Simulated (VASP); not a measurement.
A run of VASP 6.6.1 is set up as follows.

INCAR

```
SYSTEM = NiSbO4
  PREC = Accurate
  ENCUT = 520
  EDIFF = 1E-6
  ISMEAR = 0
  SIGMA = 0.1
  LREAL = .FALSE.
  LASPH = .TRUE.
  NELM = 150
  ALGO = Normal
  ISIF = 2
  LWAVE = .FALSE.
  LCHARG = .TRUE.
  ISPIN = 2
  MAGMOM = 0.7 0 0 0 0 0
  LORBIT = 11
  LMAXMIX = 4
  GGA = PE
  LELF = .TRUE.
  LVHAR = .TRUE.
  NBANDS = 32
```

KPOINTS

```
regular mesh
0
G
  10 10 10
  0 0 0
```

File POSCAR:

```
NiSbO4
1.0
    0.0000000000      3.1741099296      3.1741099296
    3.1741099296      0.0000000000      3.1741099296
    3.1741099296      3.1741099296      0.0000000000
Ni Sb O
1 1 4
Direct
    0.2500000000      0.2500000000      0.2500000000
    0.0000000000      0.0000000000      0.0000000000
    0.6259521435      0.6259521435      0.6259521435
    0.6259521435      0.6259521435      0.1221435696
    0.6259521435      0.1221435696      0.6259521435
    0.1221435696      0.6259521435      0.6259521435
```

Potentials or basis: VASP PAW PBE potentials, release 64 (Ni, Sb, O).

The run is started by

```bash
$ cat potpaw_PBE.64/Ni/POTCAR potpaw_PBE.64/Sb/POTCAR potpaw_PBE.64/O/POTCAR > POTCAR
$ mpirun -np 1 vasp_std > vasp.out
```

Task: Estimate the site moments.

Result: Ni +0.63; Sb -0.02; O +0.05 μB.

Task: Predict the pressure.

Result: -0.6 GPa.

Task: Predict the largest force.

Result: 0.011 eV/Å.

Forces on the atoms (eV/Å):
```
Ni   0.000  0.000  0.000
Sb   0.000  0.000  0.000
O    0.007  0.007  0.007
O   -0.007 -0.007  0.007
O   -0.007  0.007 -0.007
O    0.007 -0.007 -0.007
```

Caveat: a cell with one magnetic atom can't hold antiferromagnetic order, which such compounds often take.
